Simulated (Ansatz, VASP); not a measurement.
Two plane-wave programs on ScSb2N3

```
Sc Sb N
1.0
     2.96056    1.70928    3.07316
    -2.96056    1.70928    3.07316
     0.00000   -3.41856    3.07316
Sc Sb N
1 2 3
Direct
  0.00000 0.00000 0.00000
  0.69651 0.69651 0.69651
  0.30349 0.30349 0.30349
  0.00000 0.00000 0.50000
  0.50000 0.00000 0.00000
  0.00000 0.50000 0.00000
```

Change from the starting cell: species swapped into the Pr2SiRh3 type (R-3m, No. 166).

Alike in both runs: functional PBE; k mesh 6 × 6 × 6; occupations gaussian, width 0.1 eV; no spin polarisation.

Ansatz relaxed the structure, and its values are those at the end. VASP's run is a single point on that final structure, the one shown.

|  | VASP | Ansatz |
| --- | --- | --- |
| version | VASP 6.6.1 | Ansatz 0.2.0 |
| potentials or method | VASP PAW PBE potentials, release 64 (Sc_sv, Sb_d_GW, N), cutoff 700 eV | scalar-relativistic, plane waves, PAW |
| valence electrons in the cell | 56 | 56 |

VASP gave:

| Item | Value |
| --- | --- |
| gap on the k mesh at the Fermi level (eV) | none |
| pressure (GPa) | 0.4 |
| rms of the force components (eV/Å) | 0.012 |

**Question.** What did Ansatz give for the same quantities?

**Answer.** gap on the k mesh at the Fermi level (eV): none; pressure (GPa): 0.2; rms of the force components (eV/Å): 0.001.

A gap of «none» marks a metal or a gap that the smearing closes.

Neither program's run includes spin-orbit coupling.
